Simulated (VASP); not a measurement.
Crystal: Pb.

```
Pb
1.0
     0.00000    2.47502    2.47502
     2.47502    0.00000    2.47502
     2.47502    2.47502    0.00000
Pb
1
Direct
  0.00000 0.00000 0.00000
```

```yaml
Program: VASP 6.6.1
Task: relaxation of cell and atoms
Functional: PBE
Potentials_or_basis: VASP PAW PBE potentials, release 64 (Pb_d)
Cutoff: 600 eV
k_mesh: 14 × 14 × 14
Occupations: gaussian, width 0.1 eV
Spin: no spin polarisation
```

At the start: pressure 2.5 GPa; volume 30.32 Å³/atom.

**Question.** How do energy, volume and symmetry change on relaxing?

**Answer.** Over 3 steps the energy falls by 12.2 meV/atom and the volume is 32.00 Å³/atom (+5.5 %); space group Fm-3m (No. 225, to 0.05 Å).

The path:
| step | energy change (eV) | largest force (eV/Å) | pressure (GPa) | volume (Å³) |
| --- | --- | --- | --- | --- |
| 1 | 0.0000 | 0.0000 | 2.49 | 30.32 |
| 2 | -0.0115 | 0.0000 | -0.49 | 32.44 |
| 3 | -0.0122 | 0.0000 | 0.02 | 32.00 |

Final structure:
```
CELL_PARAMETERS angstrom
0.00000 2.51979 2.51979
2.51979 0.00000 2.51979
2.51979 2.51979 0.00000
ATOMIC_POSITIONS crystal
Pb 0.00000 0.00000 0.00000
```
